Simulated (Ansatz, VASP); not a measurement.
## Two plane-wave programs on Sc2BF2

```xyz
10
Lattice="3.2123 0.0047 0.0594 -1.6019 2.7700 0.0038 0.3675 0.2376 20.7120" Properties=species:S:1:pos:R:3 pbc="T T T"
Sc   -0.0400   -0.0798    3.3262
Sc    0.1060    0.1180   13.6865
Sc    0.1896    2.0333    8.5883
Sc    0.4248    2.0592   18.9400
B     0.1574    0.1619   10.1560
B     0.3906    0.1921   20.5077
F    -0.0007   -0.0625    1.2222
F     0.1318    0.1484   11.5829
F     1.8172    1.1259    7.4772
F     2.0526    1.1513   17.8286
```

Change from the starting cell: cell x2, atoms moved at random (sigma 0.1 Å) and cell strained at random (1.5 %), then relaxed without symmetry.

Alike in both runs: functional PBE; k mesh 6 × 6 × 1; occupations gaussian, width 0.2 eV; no spin polarisation.

Ansatz relaxed the structure, and its values are those at the end. VASP's run is a single point on that final structure, the one shown.

|  | VASP | Ansatz |
| --- | --- | --- |
| version | VASP 6.6.1 | Ansatz 0.2.0 |
| potentials or method | VASP PAW PBE potentials, release 64 (Sc_sv, B, F), cutoff 520 eV | scalar-relativistic, plane waves, PAW |
| valence electrons in the cell | 78 | 78 |

|  | VASP | Ansatz | Ansatz less VASP |
| --- | --- | --- | --- |
| gap on the k mesh at the Fermi level (eV) | none | none | - |
| pressure (GPa) | 0.2 | 0.0 | -0.19 |
| rms of the force components (eV/Å) | 0.046 | 0.008 | -0.0378 |

A gap of «none» marks a metal or a gap that the smearing closes.

The k mesh is coarse, so the values compare programs but aren't converged.
